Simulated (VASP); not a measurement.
# BiSb (R3m) in VASP: single point with LDA

Aim: the single point of BiSb with LDA.

Everything below comes from runs of VASP 6.6.1. Logs are shortened: lines on timing, memory, paths and dates and some standing lists are left out, and cuts for length are marked.

**1. The cell of the first run**

The structure is trigonal, space group R3m (No. 160). The conventional cell has a = 4.453 Å, b = 4.453 Å, c = 11.925 Å, α = 90.00°, β = 90.00°, γ = 120.00°. Within 4.0 Å of Sb (site symmetry 3m) lie 6 Bi at 3.01 to 3.53 Å. Bi (site symmetry 3m) has 6 Sb at 3.01 to 3.53 Å within 4.0 Å.

**2. Single point, LDA**

INCAR reads:

```
SYSTEM = BiSb
PREC = Accurate
ENCUT = 520
EDIFF = 1E-6
ISMEAR = 1
SIGMA = 0.01
LREAL = .False.
LASPH = .True.
NELM = 80
ALGO = Normal
ISIF = 2
LWAVE = .False.
LCHARG = .True.
GGA = CA
LELF = .True.
LVHAR = .True.
NBANDS = 17
```

KPOINTS reads:

```
Automatic mesh
0
Gamma
  6 6 6
  0 0 0
```

POSCAR reads:

```
BiSb
1.0
    2.2263000000      1.2853500000      3.9751500000
   -2.2263000000      1.2853500000      3.9751500000
    0.0000000000     -2.5707000000      3.9751500000
Sb Bi
1 1
Direct
    0.7680300000      0.7680300000      0.7680300000
    0.2319700000      0.2319700000      0.2319700000
```

Potentials or basis: VASP PAW LDA potentials, release 64 (Sb, Bi_d).

Launch:

```bash
$ cat potpaw_LDA.64/Sb/POTCAR potpaw_LDA.64/Bi_d/POTCAR > POTCAR
$ mpirun -np 1 vasp_std > vasp.out
```

OUTCAR:

```text
SYSTEM = BiSb
   PREC = Accurate
   ENCUT = 520
   EDIFF = 1E-6
   ISMEAR = 1
   LREAL = .False.
   LASPH = .True.
   NELM = 80
   ISIF = 2
   GGA = CA

 ion  position               nearest neighbor table
   1  0.768  0.768  0.768-   2 3.01   2 3.01   2 3.01   2 3.53   2 3.53   2 3.53
   2  0.232  0.232  0.232-   1 3.01   1 3.01   1 3.01   1 3.53   1 3.53   1 3.53

  LATTYP: Found a trigonal (rhomboedric) cell.
 ALAT       =     4.7339575236
 COS(alpha) =     0.5576676989

  Lattice vectors:

 A1 = (   2.2263000000,   1.2853500000,   3.9751500000)
 A2 = (  -2.2263000000,   1.2853500000,   3.9751500000)
 A3 = (   0.0000000000,  -2.5707000000,   3.9751500000)

Analysis of symmetry for initial positions (statically):
=====================================================================
 Subroutine PRICEL returns:
 Original cell was already a primitive cell.

 Routine SETGRP: Setting up the symmetry group for a
 trigonal (rhombohedral) supercell.

 Subroutine GETGRP returns: Found  6 space group operations
 (whereof  6 operations were pure point group operations)
 out of a pool of 12 trial point group operations.

The static configuration has the point symmetry C_3v.

Analysis of symmetry for dynamics (positions and initial velocities):
=====================================================================
 Subroutine PRICEL returns:
 Original cell was already a primitive cell.

 Routine SETGRP: Setting up the symmetry group for a
 trigonal (rhombohedral) supercell.

 Subroutine GETGRP returns: Found  6 space group operations
 (whereof  6 operations were pure point group operations)
 out of a pool of 12 trial point group operations.

The dynamic configuration has the point symmetry C_3v.

 Subroutine INISYM returns: Found  6 space group operations
 (whereof  6 operations are pure point group operations),
 and found     1 'primitive' translations

----------------------------------------------------------------------------------------

                                     Primitive cell

  volume of cell :      68.2511

  direct lattice vectors                    reciprocal lattice vectors
     2.226300000  1.285350000  3.975150000     0.224587881  0.129666368  0.083854278
    -2.226300000  1.285350000  3.975150000    -0.224587881  0.129666368  0.083854278
     0.000000000 -2.570700000  3.975150000     0.000000000 -0.259332737  0.083854278

[... 81 lines left out ...]
   ENCUT  =  520.0 eV  38.22 Ry    6.18 a.u.   8.80  8.80  8.80*2*pi/ulx,y,z
   NELM   =     80;   NELMIN=  2; NELMDL= -5     # of ELM steps
   EDIFF  = 0.1E-05   stopping-criterion for ELM
   LREAL  =      F    real-space projection
   EDIFFG = 0.1E-04   stopping-criterion for IOM
   NSW    =      0    number of steps for IOM
   IBRION =     -1    ionic relax: 0-MD 1-quasi-New 2-CG
   NFREE  =      0    steps in history (QN), initial steepest desc. (CG)
   ISIF   =      2    stress and relaxation
   ISYM   =      2    0-nonsym 1-usesym 2-fastsym
   POTIM  = 0.5000    time-step for ionic-motion
   TEBEG  =    0.0;   TEEND  =   0.0 temperature during run
   PSTRESS=    0.0 pullay stress
   NELECT =      20.0000    total number of electrons
   NUPDOWN=      -1.0000    fix difference up-down
   EMIN   =  10.00;   EMAX   =-10.00  energy-range for DOS
   EFERMI =   0.00;   METHOD = LEGACY
   ISMEAR =     1;   SIGMA  =   0.01  broadening in eV -4-tet -1-fermi 0-gaus
   EFERMI_NEDOS =   21; number of points for ismear=-14 and -15
   IALGO  =     38    algorithm
   IMIX   =      4    mixing-type and parameters
     AMIX     =   0.40;   BMIX     =  1.00
     AMIX_MAG =   1.60;   BMIX_MAG =  1.00
  volume/ion in A,a.u.               =      34.13       230.29
  Fermi-wavevector in a.u.,A,eV,Ry     =   1.087381  2.054851 16.087479  1.182396
  Thomas-Fermi vector in A             =   2.223539
   LORBIT       =      0    0 simple, 1 ext, 2 COOP (PROOUT), +10 PAW based schemes
   GGA     = CA    functional components
   LHFCALC =     F    Hartree Fock is set to
   AEXX    =    0.0000 exact exchange contribution
   IVDW    =     0    specifies the selected vdW correction
   LEPSILON=     F    determine dielectric tensor
   LRPA    =     F    only Hartree local field effects (RPA)
 non-spin polarized calculation
 Methfessel and Paxton  Order N= 1 SIGMA  =   0.01
  energy-cutoff  :      520.00
  volume of cell :       68.25
 maximum number of plane-waves:      1856
   NGX = 17   NGY = 17   NGZ = 17

 number of electron      19.9999998 magnetization

 Free energy of the ion-electron system (eV)
  ---------------------------------------------------
  ext. energy  EPLUGINS =         0.00000000
  ---------------------------------------------------
  free energy    TOTEN  =        -9.36093291 eV

  energy without entropy =       -9.36094901  energy(sigma->0) =       -9.36093828

 E-fermi :   5.8840     XC(G=0):  -9.5703

 val. band max:        5.8755957912   @ k =   0.3333   0.1667   0.1667
 cond. band min:       5.9843052150   @ k =   0.5000   0.0000   0.0000
 fundamental gap:      0.1087094238
 Fermi energy:         5.8840146134

 k-point     1 :       0.0000    0.0000    0.0000
  band No.  band energies     occupation
      1     -16.8027      2.00000
      2     -16.8027      2.00000
      3     -16.7873      2.00000
      4     -16.7856      2.00000
      5     -16.7856      2.00000
      6      -6.6817      2.00000
[... 457 lines left out ...]
      4     -16.7795      2.00000
      5     -16.7756      2.00000
      6      -4.8516      2.00000
[... 9 lines left out ...]
     16      15.5146      0.00000
     17      16.3380      0.00000

 [... further k-points ...]

------------------------ aborting loop because EDIFF is reached ----------------------------------------

  FORCE on cell =-STRESS in cart. coord.  units (eV):
  Direction    XX          YY          ZZ          XY          YZ          ZX
  --------------------------------------------------------------------------------------
  -------------------------------------------------------------------------------------
  Total       -1.0715998     -1.0715917     -1.2399177      0.0000000     -0.0000000      0.0000000
  in kB      -25.1555234    -25.1553315    -29.1067421      0.0000000     -0.0000000      0.0000000
  external PRESSURE =     -26.4725323 kB  Pullay stress =       0.0000000 kB

 VOLUME and BASIS-vectors are now :
 -----------------------------------------------------------------------------
  energy-cutoff  :      520.00
  volume of cell :       68.25
      direct lattice vectors                 reciprocal lattice vectors
     2.226300000  1.285350000  3.975150000     0.224587881  0.129666368  0.083854278
    -2.226300000  1.285350000  3.975150000    -0.224587881  0.129666368  0.083854278
     0.000000000 -2.570700000  3.975150000     0.000000000 -0.259332737  0.083854278

 POSITION                                       TOTAL-FORCE (eV/Angst)
 -----------------------------------------------------------------------------------
      0.00000      0.00000      9.15910         0.000000      0.000000      0.064417
      0.00000      0.00000      2.76635         0.000000     -0.000000     -0.064417
 -----------------------------------------------------------------------------------
    total drift:                                0.000000      0.000074     -0.000745

  FREE ENERGIE OF THE ION-ELECTRON SYSTEM (eV)
  ---------------------------------------------------
  free  energy   TOTEN  =        -9.3609329085 eV

  energy  without entropy=       -9.3609490138  energy(sigma->0) =       -9.36093828
```

Run time: 23 s. Hardware: 1 thread of Intel Xeon Platinum 8375C at 2.90GHz (Ice Lake), shared host; peak memory 0.19 GiB.

What came out:

```yaml
Free_energy: -9.3609 eV
Pressure: -2.6 GPa
Largest_force: 0.064 eV/Å
Band_gap_on_the_k_mesh: 0.11 eV (least direct gap 0.36 eV)
```

Forces on the atoms (eV/Å):
```
Sb   0.000  0.000  0.064
Bi   0.000  0.000 -0.064
```

Levels at points of the mesh, in eV from the valence-band top:
```csv
k point,band 7,band 8,band 9,band 10,band 11,band 12,band 13,band 14
"(0.00, 0.00, 0.00)",-6.11,-1.56,-1.17,-1.17,2.30,2.90,2.90,5.73
"(0.50, 0.00, 0.00)",-9.16,-1.48,-1.36,-0.25,0.11,0.58,1.16,7.40
"(0.50, 0.50, 0.00)",-8.18,-4.58,-3.00,-2.84,2.20,4.84,5.54,6.54
"(0.50, 0.50, 0.50)",-8.74,-0.68,-0.68,-0.61,0.81,0.81,1.24,6.87
```

Caveat: spin-orbit coupling is left out, which moves the levels of the heavy elements.
